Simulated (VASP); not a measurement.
Runs of VASP 6.6.1 on KF. The structure is that of space group F-43m (No. 216), or close to it. The cells are those of the table. 

```csv
level,cell,smearing,gap on the mesh (eV),pressure (GPa)
PBE,"a = 4.151, b = 4.151, c = 4.116 Å, angles 60.3, 60.3, 60.6°, 2 atoms",fermi-dirac 0.02 eV,5.16,(c)
r2SCAN,"a = 4.276 Å, angles 58.1°, 2 atoms",gaussian 0.01 eV,5.63,-1.0
r2SCAN,"a = 4.151, b = 4.151, c = 4.116 Å, angles 60.3, 60.3, 60.6°, 2 atoms",gaussian 0.01 eV,5.74,(a)
PBE,"a = 4.276 Å, angles 58.1°, 2 atoms",fermi-dirac 0.02 eV,5.03,(b)
```

Alike in all rows: task single point; potentials or basis VASP PAW PBE potentials, release 64 (K_sv, F); no spin polarisation; k mesh 8 × 8 × 8; cutoff (eV) 520.

**Question.** Estimate the missing entries.

**Answer.** (a) 0.0; (b) -0.1; (c) 0.9.

Caveats: the PAW data sets were made with another functional, which shifts forces and pressure a little (some runs).

A k mesh can miss the band edges.
